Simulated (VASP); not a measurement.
Runs of VASP 6.6.1 on SrTiO3. The structure is that of space group Pm-3m (No. 221), or close to it. The cells are those of the table. 

| task | cell | gap on the mesh (eV) | pressure (GPa) |
| --- | --- | --- | --- |
| single point | a = 3.975 Å, 5 atoms | 1.76 | (a) |
| single point | a = 3.815 Å, 5 atoms | (b) | 20.3 |
| single point | a = 3.856 Å, 5 atoms | 1.93 | 12.6 |
| relaxation of cell and atoms | relaxed from a = 3.952 Å, 5 atoms | 1.81 | 0.0 |
| single point | a = 3.936 Å, 5 atoms | 1.81 | 0.5 |

Alike in all rows: level PBE; potentials or basis VASP PAW PBE potentials, release 64 (Sr_sv, Ti_sv, O); no spin polarisation; k mesh 8 × 8 × 8; cutoff (eV) 600; smearing gaussian 0.02 eV.

Problem. Estimate the missing entries.

Solution. (a) -4.3; (b) 1.98.

Caveats: the cell stands under pressure (at least some runs); the cell stands under tension (at least some runs).

A k mesh can miss the band edges, and the runs leave out spin-orbit coupling on Sr.
